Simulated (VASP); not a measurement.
W3S: single point with PBE

W3S, a slab with vacuum:

```
CELL_PARAMETERS angstrom
2.75716 0.00000 0.00000
-0.91905 2.59948 0.00000
0.00000 0.00000 19.85622
ATOMIC_POSITIONS crystal
W 0.50000 0.50000 0.20145
W 0.00000 0.00000 0.31114
W 0.50000 0.50000 0.42084
S 0.66667 0.16667 0.51989
```

```
Program             : VASP 6.6.1
Task                : single point
Functional          : PBE
Potentials or basis : VASP PAW PBE potentials, release 64 (W_sv, S)
Cutoff              : 520 eV
k mesh              : 10 × 10 × 1
Occupations         : gaussian, width 0.1 eV
Spin                : no spin polarisation
```

```json
{"Largest force": "1.419 eV/Å", "Band gap on the k mesh": "zero (bands 24 and 25 overlap by 1.22 eV)"}
```

Forces in eV/Å, atoms in the order of the input:
```
W    0.034  0.024 -0.027
W   -0.204 -0.070 -0.529
W   -0.647  1.138  0.547
S    0.816 -1.093  0.009
```

Levels at points of the mesh, in eV from the Fermi level:
```
           k point  band 21  band 22  band 23  band 24  band 25  band 26  band 27  band 28
(0.00, 0.00, 0.00)    -1.46    -1.20    -0.85     0.18     0.42     1.13     1.46     1.75
(0.50, 0.00, 0.00)    -2.10    -1.39    -0.33     0.51     1.38     1.94     2.19     2.35
(0.00, 0.50, 0.00)    -1.91    -1.49     0.55     0.82     1.51     1.82     2.18     2.25
(0.50, 0.50, 0.00)    -2.36    -1.84    -0.05     0.78     1.19     1.50     3.03     3.41
```

Run time: 5.6 min on 1 thread of Intel(R) Xeon(R) Platinum 8488C (Sapphire Rapids), on a shared host, peak memory 0.38 GiB.

Caveat: spin-orbit coupling is left out, which moves the levels of the heavy elements.
